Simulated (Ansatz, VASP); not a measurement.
Two plane-wave programs on Al2W2O

```xyz
5
Lattice="4.2817 0.0000 0.0000 -2.1408 3.7080 0.0000 0.0000 0.0000 6.2566" Properties=species:S:1:pos:R:3 pbc="T T T"
Al    0.0000    2.4720    0.0000
Al    2.1408    1.2360    0.0000
W     0.0000    0.0000    4.2462
W     0.0000    0.0000    2.0104
O     0.0000    0.0000    0.0000
```

Alike in both runs: functional PBE; k mesh 6 × 6 × 2; occupations gaussian, width 0.1 eV; no spin polarisation.

Ansatz relaxed the structure, and its values are those at the end. VASP's run is a single point on that final structure, the one shown.

|  | VASP | Ansatz |
| --- | --- | --- |
| version | VASP 6.6.1 | Ansatz 0.2.0 |
| potentials or method | VASP PAW PBE potentials, release 64 (Al, W_sv, O), cutoff 520 eV | scalar-relativistic, plane waves, PAW |
| valence electrons in the cell | 40 | 40 |

```tsv
	VASP	Ansatz	Ansatz less VASP
gap on the k mesh at the Fermi level (eV)	none	none	-
pressure (GPa)	0.7	0.1	-0.61
rms of the force components (eV/Å)	0.088	0.004	-0.0835
```

A gap of «none» marks a metal or a gap that the smearing closes.

The k mesh is coarse, so the values compare programs but aren't converged. Spin-orbit coupling is off throughout.
